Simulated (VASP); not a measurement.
# GaN (I4/mmm) in VASP: further runs

Runs on GaN. Level: r2SCAN. Tasks: single point.

Everything below comes from runs of VASP 6.6.1. Logs are shortened: lines on timing, memory, paths and dates and some standing lists are left out, and cuts for length are marked.

**1. The cell of the first run**

The structure is tetragonal, space group I4/mmm (No. 139). Conventional cell: a = 2.982 Å, b = 2.982 Å, c = 4.344 Å, α = 90.00°, β = 90.00°, γ = 90.00°. Within 2.8 Å of Ga (site symmetry 4/mmm) lie 6 N at 2.11 to 2.17 Å. Within 2.8 Å of N (site symmetry 4/mmm) lie 6 Ga at 2.11 to 2.17 Å.

**2. Single point, r2SCAN, non-collinear spin, zero start, spin-orbit coupling (uniaxial z strain +3.0%)**

Contents of POSCAR:

```
GaN
1.0
    0.0000000000      2.1085152343      2.1717706913
    2.1085152343      0.0000000000      2.1717706913
    2.1085152343      2.1085152343      0.0000000000
Ga N
1 1
Direct
    0.0000000000      0.0000000000      0.0000000000
    0.5000000000      0.5000000000      0.5000000000
```

Contents of INCAR.step1:

```
PREC = Accurate
ENCUT = 520
ISMEAR = -1
SIGMA = 0.02
LREAL = False
LASPH = True
NELM = 150
MAGMOM = 0 0 0 0 0 0
LSORBIT = True
GGA_COMPAT = False
NBANDS = 30
GGA = PE
ALGO = Normal
EDIFF = 1E-4
LWAVE = True
LCHARG = False
```

Contents of INCAR.step2:

```
PREC = Accurate
ENCUT = 520
EDIFF = 1E-6
ISMEAR = -1
SIGMA = 0.02
LREAL = False
LASPH = True
NELM = 150
ALGO = Normal
ISIF = 2
LWAVE = False
LCHARG = False
MAGMOM = 0 0 0 0 0 0
LORBIT = 11
LSORBIT = True
GGA_COMPAT = False
LORBMOM = True
METAGGA = R2SCAN
LMIXTAU = True
NBANDS = 30
ISTART = 1
```

Contents of KPOINTS:

```
Automatic mesh
0
Gamma
  10 10 10
```

Potentials or basis: VASP PAW PBE potentials, release 64 (Ga_d, N).

Command:

```
> cat potpaw_PBE.64/Ga_d/POTCAR potpaw_PBE.64/N/POTCAR > POTCAR
> cp INCAR.step1 INCAR
> mpirun -np 1 vasp_ncl > vasp.out
> cp INCAR.step2 INCAR
> mpirun -np 1 vasp_ncl > vasp.out
```

OUTCAR:

```text
PREC = Accurate
   ENCUT = 520
   EDIFF = 1E-6
   ISMEAR = -1
   LREAL = False
   LASPH = True
   NELM = 150
   ISIF = 2
   LORBIT = 11
   LSORBIT = True
   METAGGA = R2SCAN
   ISTART = 1

 ion  position               nearest neighbor table
   1  0.000  0.000  0.000-   2 2.11   2 2.11   2 2.11   2 2.11   2 2.17   2 2.17
   2  0.500  0.500  0.500-   1 2.11   1 2.11   1 2.11   1 2.11   1 2.17   1 2.17

  LATTYP: Found a body centered tetragonal cell.
 ALAT       =     2.9818908408
 C/A-ratio  =     1.4566399692

  Lattice vectors:

 A1 = (  -2.1085152343,   0.0000000000,   2.1717706913)
 A2 = (   2.1085152343,   0.0000000000,   2.1717706913)
 A3 = (   0.0000000000,   2.1085152343,  -2.1717706913)

Analysis of symmetry for initial positions (statically):
=====================================================================
 Subroutine PRICEL returns:
 Original cell was already a primitive cell.

 Routine SETGRP: Setting up the symmetry group for a
 body centered tetragonal supercell.

 Subroutine GETGRP returns: Found 16 space group operations
 (whereof 16 operations were pure point group operations)
 out of a pool of 16 trial point group operations.

The static configuration has the point symmetry D_4h.

Analysis of symmetry for dynamics (positions and initial velocities):
=====================================================================
 Subroutine PRICEL returns:
 Original cell was already a primitive cell.

 Routine SETGRP: Setting up the symmetry group for a
 body centered tetragonal supercell.

 Subroutine GETGRP returns: Found 16 space group operations
 (whereof 16 operations were pure point group operations)
 out of a pool of 16 trial point group operations.

The dynamic configuration has the point symmetry D_4h.

Analysis of structural, dynamic, and magnetic symmetry:
=====================================================================
 Subroutine PRICEL returns:
 Original cell was already a primitive cell.

 Routine SETGRP: Setting up the symmetry group for a
 body centered tetragonal supercell.

 Subroutine GETGRP returns: Found 16 space group operations
 (whereof 16 operations were pure point group operations)
 out of a pool of 16 trial point group operations.

The overall configuration has the point symmetry D_4h.

 Subroutine INISYM returns: Found 16 space group operations
 (whereof 16 operations are pure point group operations),
 and found     1 'primitive' translations

----------------------------------------------------------------------------------------

                                     Primitive cell

  volume of cell :      19.3107

  direct lattice vectors                    reciprocal lattice vectors
     0.000000000  2.108515234  2.171770691    -0.237133691  0.237133691  0.230226884
[... 962 lines left out ...]

  FREE ENERGIE OF THE ION-ELECTRON SYSTEM (eV)
  ---------------------------------------------------
  free  energy   TOTEN  =       -20.9670115439 eV

  energy  without entropy=      -20.9670115439  energy(sigma->0) =      -20.96701154

 orbital moment (x)

 # of ion     p       d       tot
 ----------------------------------------
  1         0.000   0.000   0.000
  2         0.000   0.000   0.000
 ----------------------------------------
            0.000   0.000   0.000

 orbital moment (y)

 # of ion     p       d       tot
 ----------------------------------------
  1         0.000  -0.000  -0.000
  2         0.000   0.000   0.000
 ----------------------------------------
            0.000  -0.000  -0.000

 orbital moment (z)

 # of ion     p       d       tot
 ----------------------------------------
  1         0.000   0.000   0.000
  2         0.000   0.000   0.000
 ----------------------------------------
            0.000   0.000   0.000

 Spin-Orbit-Coupling matrix elements

 Ion:    1  E_soc:     -0.0089457
 l=   1
     0.0000000    -0.0007437    -0.0007701
    -0.0007437     0.0000000    -0.0007437
    -0.0007701    -0.0007437     0.0000000
 l=   2
     0.0000000    -0.0001555     0.0000000    -0.0001555    -0.0005810
    -0.0001555     0.0000000    -0.0004386    -0.0001556    -0.0001452
     0.0000000    -0.0004386     0.0000000    -0.0004386     0.0000000
    -0.0001555    -0.0001556    -0.0004386     0.0000000    -0.0001452
    -0.0005810    -0.0001452     0.0000000    -0.0001452     0.0000000
 l=   3
     0.0000000     0.0000000     0.0000000     0.0000000     0.0000000     0.0000000     0.0000000
     0.0000000     0.0000000     0.0000000     0.0000000     0.0000000     0.0000000     0.0000000
     0.0000000     0.0000000     0.0000000     0.0000000     0.0000000     0.0000000     0.0000000
     0.0000000     0.0000000     0.0000000     0.0000000     0.0000000     0.0000000     0.0000000
     0.0000000     0.0000000     0.0000000     0.0000000     0.0000000     0.0000000     0.0000000
     0.0000000     0.0000000     0.0000000     0.0000000     0.0000000     0.0000000     0.0000000
     0.0000000     0.0000000     0.0000000     0.0000000     0.0000000     0.0000000     0.0000000

 Ion:    2  E_soc:     -0.0000750
 l=   1
     0.0000000    -0.0000126    -0.0000122
    -0.0000126     0.0000000    -0.0000126
    -0.0000122    -0.0000126     0.0000000
 l=   2
     0.0000000     0.0000000     0.0000000     0.0000000     0.0000000
     0.0000000     0.0000000     0.0000000     0.0000000     0.0000000
     0.0000000     0.0000000     0.0000000     0.0000000     0.0000000
     0.0000000     0.0000000     0.0000000     0.0000000     0.0000000
     0.0000000     0.0000000     0.0000000     0.0000000     0.0000000
 l=   3
     0.0000000     0.0000000     0.0000000     0.0000000     0.0000000     0.0000000     0.0000000
     0.0000000     0.0000000     0.0000000     0.0000000     0.0000000     0.0000000     0.0000000
     0.0000000     0.0000000     0.0000000     0.0000000     0.0000000     0.0000000     0.0000000
     0.0000000     0.0000000     0.0000000     0.0000000     0.0000000     0.0000000     0.0000000
     0.0000000     0.0000000     0.0000000     0.0000000     0.0000000     0.0000000     0.0000000
     0.0000000     0.0000000     0.0000000     0.0000000     0.0000000     0.0000000     0.0000000
     0.0000000     0.0000000     0.0000000     0.0000000     0.0000000     0.0000000     0.0000000

 total charge

# of ion       s       p       d       tot
------------------------------------------
    1        0.674   0.696  10.192  11.563
    2        1.247   2.508   0.000   3.755
--------------------------------------------------
tot          1.921   3.204  10.192  15.317

 magnetization (x)

# of ion       s       p       d       tot
------------------------------------------
    1        0.000   0.000  -0.000  -0.000
    2        0.000  -0.000   0.000  -0.000
--------------------------------------------------
tot          0.000  -0.000  -0.000  -0.000

 magnetization (y)

# of ion       s       p       d       tot
------------------------------------------
    1       -0.000  -0.000   0.000  -0.000
    2       -0.000   0.000   0.000   0.000
--------------------------------------------------
tot         -0.000   0.000   0.000   0.000

 magnetization (z)

# of ion       s       p       d       tot
------------------------------------------
    1        0.000  -0.000   0.000  -0.000
    2       -0.000   0.000   0.000  -0.000
--------------------------------------------------
tot         -0.000  -0.000   0.000  -0.000
```

OUTCAR.step1:

```text
PREC = Accurate
   ENCUT = 520
   ISMEAR = -1
   LREAL = False
   LASPH = True
   NELM = 150
   LSORBIT = True
   GGA = PE
   EDIFF = 1E-4
[... 1074 lines left out ...]
     0.0000000     0.0000000     0.0000000     0.0000000     0.0000000     0.0000000     0.0000000
     0.0000000     0.0000000     0.0000000     0.0000000     0.0000000     0.0000000     0.0000000
     0.0000000     0.0000000     0.0000000     0.0000000     0.0000000     0.0000000     0.0000000
     0.0000000     0.0000000     0.0000000     0.0000000     0.0000000     0.0000000     0.0000000
     0.0000000     0.0000000     0.0000000     0.0000000     0.0000000     0.0000000     0.0000000

=======================================================================

 ========================================================
```

Wall time 3.9 min (1 thread of Intel Xeon 6975P-C (Granite Rapids), shared host); peak memory 0.28 GiB.

Results:

- Free energy: -20.9670 eV
- Pressure: -5.3 GPa
- Net moment: 0.00 μB per cell
- Valence electrons inside the program's atomic spheres: Ga 11.56; N 3.75

Stress tensor (GPa, compression positive):
```
-3.72  0.00  0.00
 0.00 -3.72  0.00
 0.00  0.00 -8.43
```

Moments on the atoms (μB; x, y, z):
```
Ga  0.00 0.00 0.00
N   0.00 0.00 0.00
```

Caveat: the cell differs from its parent crystal (uniaxial z strain +3.0%); the cell stands under tension; the PAW data sets were made with another functional, which shifts forces and pressure a little.

**3. Single point, r2SCAN, non-collinear spin, zero start, spin-orbit coupling (uniaxial z strain +4.0%)**

Contents of POSCAR:

```
GaN
1.0
    0.0000000000      2.1085152343      2.1928558437
    2.1085152343      0.0000000000      2.1928558437
    2.1085152343      2.1085152343      0.0000000000
Ga N
1 1
Direct
    0.0000000000      0.0000000000      0.0000000000
    0.5000000000      0.5000000000      0.5000000000
```

Contents of INCAR.step1:

```
ALGO = Normal
EDIFF = 1E-4
ENCUT = 520
GGA = PE
GGA_COMPAT = False
ISMEAR = -1
LASPH = True
LCHARG = False
LREAL = False
LSORBIT = True
LWAVE = True
MAGMOM = 0 0 0 0 0 0
NBANDS = 30
NELM = 150
PREC = Accurate
SIGMA = 0.02
```

Contents of INCAR.step2:

```
ALGO = Normal
EDIFF = 1E-6
ENCUT = 520
GGA_COMPAT = False
ISIF = 2
ISMEAR = -1
ISTART = 1
LASPH = True
LCHARG = False
LMIXTAU = True
LORBIT = 11
LORBMOM = True
LREAL = False
LSORBIT = True
LWAVE = False
MAGMOM = 0 0 0 0 0 0
METAGGA = R2SCAN
NBANDS = 30
NELM = 150
PREC = Accurate
SIGMA = 0.02
```

Contents of KPOINTS:

```
k-points
0
Gamma
  10 10 10
```

Potentials or basis: VASP PAW PBE potentials, release 64 (Ga_d, N).

Command:

```
> cat potpaw_PBE.64/Ga_d/POTCAR potpaw_PBE.64/N/POTCAR > POTCAR
> cp INCAR.step1 INCAR
> mpirun -np 1 vasp_ncl > vasp.out
> cp INCAR.step2 INCAR
> mpirun -np 1 vasp_ncl > vasp.out
```

OUTCAR:

```text
EDIFF = 1E-6
   ENCUT = 520
   ISIF = 2
   ISMEAR = -1
   ISTART = 1
   LASPH = True
   LORBIT = 11
   LREAL = False
   LSORBIT = True
   METAGGA = R2SCAN
   NELM = 150
   PREC = Accurate

 ion  position               nearest neighbor table
   1  0.000  0.000  0.000-   2 2.11   2 2.11   2 2.11   2 2.11   2 2.19   2 2.19
   2  0.500  0.500  0.500-   1 2.11   1 2.11   1 2.11   1 2.11   1 2.19   1 2.19

  LATTYP: Found a body centered tetragonal cell.
 ALAT       =     2.9818908408
 C/A-ratio  =     1.4707821049

  Lattice vectors:

 A1 = (  -2.1085152343,   0.0000000000,   2.1928558437)
 A2 = (   2.1085152343,   0.0000000000,   2.1928558437)
 A3 = (   0.0000000000,   2.1085152343,  -2.1928558437)

Analysis of symmetry for initial positions (statically):
=====================================================================
 Subroutine PRICEL returns:
 Original cell was already a primitive cell.

 Routine SETGRP: Setting up the symmetry group for a
 body centered tetragonal supercell.

[... 1055 lines left out ...]
     0.0000000     0.0000000     0.0000000     0.0000000     0.0000000     0.0000000     0.0000000
     0.0000000     0.0000000     0.0000000     0.0000000     0.0000000     0.0000000     0.0000000
     0.0000000     0.0000000     0.0000000     0.0000000     0.0000000     0.0000000     0.0000000
     0.0000000     0.0000000     0.0000000     0.0000000     0.0000000     0.0000000     0.0000000
     0.0000000     0.0000000     0.0000000     0.0000000     0.0000000     0.0000000     0.0000000
     0.0000000     0.0000000     0.0000000     0.0000000     0.0000000     0.0000000     0.0000000

 Ion:    2  E_soc:     -0.0000752
 l=   1
     0.0000000    -0.0000127    -0.0000122
    -0.0000127     0.0000000    -0.0000127
    -0.0000122    -0.0000127     0.0000000
 l=   2
     0.0000000     0.0000000     0.0000000     0.0000000     0.0000000
     0.0000000     0.0000000     0.0000000     0.0000000     0.0000000
     0.0000000     0.0000000     0.0000000     0.0000000     0.0000000
     0.0000000     0.0000000     0.0000000     0.0000000     0.0000000
     0.0000000     0.0000000     0.0000000     0.0000000     0.0000000
 l=   3
     0.0000000     0.0000000     0.0000000     0.0000000     0.0000000     0.0000000     0.0000000
     0.0000000     0.0000000     0.0000000     0.0000000     0.0000000     0.0000000     0.0000000
     0.0000000     0.0000000     0.0000000     0.0000000     0.0000000     0.0000000     0.0000000
     0.0000000     0.0000000     0.0000000     0.0000000     0.0000000     0.0000000     0.0000000
     0.0000000     0.0000000     0.0000000     0.0000000     0.0000000     0.0000000     0.0000000
     0.0000000     0.0000000     0.0000000     0.0000000     0.0000000     0.0000000     0.0000000
     0.0000000     0.0000000     0.0000000     0.0000000     0.0000000     0.0000000     0.0000000

 total charge

# of ion       s       p       d       tot
------------------------------------------
    1        0.674   0.688  10.186  11.549
    2        1.248   2.500   0.000   3.748
--------------------------------------------------
tot          1.922   3.188  10.186  15.296

 magnetization (x)

# of ion       s       p       d       tot
------------------------------------------
    1        0.000  -0.000   0.000  -0.000
    2       -0.000   0.000   0.000  -0.000
--------------------------------------------------
tot         -0.000  -0.000   0.000  -0.000

 magnetization (y)

# of ion       s       p       d       tot
------------------------------------------
    1        0.000   0.000   0.000   0.000
    2        0.000   0.000   0.000   0.000
--------------------------------------------------
tot          0.000   0.000   0.000   0.000

 magnetization (z)

# of ion       s       p       d       tot
------------------------------------------
    1       -0.000   0.000   0.000   0.000
    2        0.000   0.000   0.000   0.000
--------------------------------------------------
tot         -0.000   0.000   0.000   0.000
```

It took 4.4 min on 1 thread of Intel Xeon 6975P-C (Granite Rapids), shared host; peak memory 0.28 GiB.

What came out:

```yaml
Free_energy: -20.9556 eV
Pressure: -7.1 GPa
Net_moment: 0.00 μB per cell
Valence_electrons_inside_the_program's_atomic_spheres: Ga 11.55; N 3.75
```

Moments on the atoms (μB; x, y, z):
```
Ga  0.00 0.00 0.00
N   0.00 0.00 0.00
```

Caveat: the cell differs from its parent crystal (uniaxial z strain +4.0%); the cell stands under tension; the PAW data sets were made with another functional, which shifts forces and pressure a little.
